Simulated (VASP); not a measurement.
InSb, 2 atoms in the cell. Symmetry: F-43m, No. 216, cubic system. The conventional cell has a = 6.120 Å, b = 6.120 Å, c = 6.120 Å, α = 90.00°, β = 90.00°, γ = 90.00°. In (site symmetry -43m) has 4 Sb at 2.65 Å within 3.5 Å. Within 3.5 Å of Sb (site symmetry -43m) lie 4 In at 2.65 Å. 

* Program: VASP 6.6.1
* Task: single point
* Functional: PBE
* Potentials or basis: VASP PAW PBE potentials, release 64 (In_d, Sb)
* Cutoff: 520 eV
* k mesh: 12 × 12 × 12
* Occupations: fermi-dirac, width 0.15 eV
* Spin: no spin polarisation
* Dipole correction: no
* Further INCAR settings: ALGO = Normal; EDIFF = 1e-07; NBANDS = 16

Potentials or basis: VASP PAW PBE potentials, release 64 (In_d, Sb).

The run is started by

```bash
$ cat potpaw_PBE.64/In_d/POTCAR potpaw_PBE.64/Sb/POTCAR > POTCAR
$ mpirun -np 1 vasp_std > vasp.out
```

Hardware: 1 thread of AMD EPYC 9R45 96-Core Processor (Zen 5), on a shared host.

Estimate the wall time of this run.

Wall time 32 s on 1 thread of AMD EPYC 9R45 96-Core Processor (Zen 5), with other jobs on the host, peak memory 0.19 GiB. Counts: scf iterations 14, k points 72.
